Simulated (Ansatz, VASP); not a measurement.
**MgSi2N2 in VASP and in Ansatz**

Contents of INCAR:

```
SYSTEM = MgSi2N2
  ALGO = Normal
  EDIFF = 1E-6
  ENCUT = 520
  GGA = PE
  ISIF = 2
  ISMEAR = 0
  ISPIN = 2
  LASPH = .True.
  LCHARG = .False.
  LORBIT = 11
  LREAL = .False.
  LWAVE = .False.
  MAGMOM = 0 0 0 1 1
  NBANDS = 22
  NELM = 150
  PREC = Accurate
  SIGMA = 0.1
```

File KPOINTS:

```
k-points
0
Gamma
  6 6 4
  0 0 0
```

File POSCAR:

```
MgSi2N2
1.0
    3.4002711230      0.0000000000      0.0000000000
   -1.7001355615      2.9447211723      0.0000000000
    0.0000000000      0.0000000000      6.9613389887
Mg Si N
1 2 2
Direct
    0.0000000000      0.0000000000      0.0000000000
    0.3333333333      0.6666666667      0.3962185641
    0.6666666667      0.3333333333      0.6037814359
    0.3333333333      0.6666666667      0.1627481867
    0.6666666667      0.3333333333      0.8372518133
```

Input for Ansatz:

```yaml
crystal:
  lattice:
    - [3.400271123, 0.0, 0.0]
    - [-1.7001355615, 2.9447211723, 0.0]
    - [0.0, 0.0, 6.9613389887]
  atoms:
    - { symbol: Mg, position: [0.0, 0.0, 0.0] }
    - { symbol: Si, position: [0.3333333333, 0.6666666667, 0.3962185641] }
    - { symbol: Si, position: [0.6666666667, 0.3333333333, 0.6037814359] }
    - { symbol: "N", position: [0.3333333333, 0.6666666667, 0.1627481867], spin: 1.0 }
    - { symbol: "N", position: [0.6666666667, 0.3333333333, 0.8372518133], spin: 1.0 }
basis:
  ecutwfc: 420
kpoints:
  mp_grid: { grid: [6, 6, 4] }
hamiltonian:
  xc: pbe
scf:
  occupations: { method: gaussian, width: 0.1 }
  lower_state_search: "off"
output:
  forces: true
  stress: true
  eigenvalues: true
  populations: true
magnetization:
  spin_polarized: true
```

Alike in both runs: task single point; functional PBE; k mesh 6 × 6 × 4; occupations gaussian, width 0.1 eV; collinear spin.

|  | VASP | Ansatz |
| --- | --- | --- |
| version | VASP 6.6.1 | Ansatz 0.2.0 |
| potentials or method | VASP PAW PBE potentials, release 64 (Mg, Si, N), cutoff 520 eV | scalar-relativistic, plane waves, PAW |
| valence electrons in the cell | 20 | 28 |

|  | VASP | Ansatz | Ansatz less VASP |
| --- | --- | --- | --- |
| gap on the k mesh at the Fermi level (eV) | none | none | - |
| pressure (GPa) | -0.1 | 0.0 | +0.13 |
| traceless stress, the component that is largest in VASP (GPa) | 0.31 | -0.07 | -0.380 |
| rms of the force components (eV/Å) | 0.037 | 0.006 | -0.0304 |
| net moment per atom (μB) | 0.00 | 0.00 | 0.000 |

Atom by atom the forces differ by 0.043 eV/Å (rms over components). A gap of «none» marks a metal or a gap that the smearing closes. With one functional, cell and mesh, what is left measures potentials, basis and numerics. VASP's potentials hold 20 valence electrons a cell and Ansatz's 28, so a difference there can come from the potentials and not from the codes. Ansatz's warnings: seeded moment not kept.
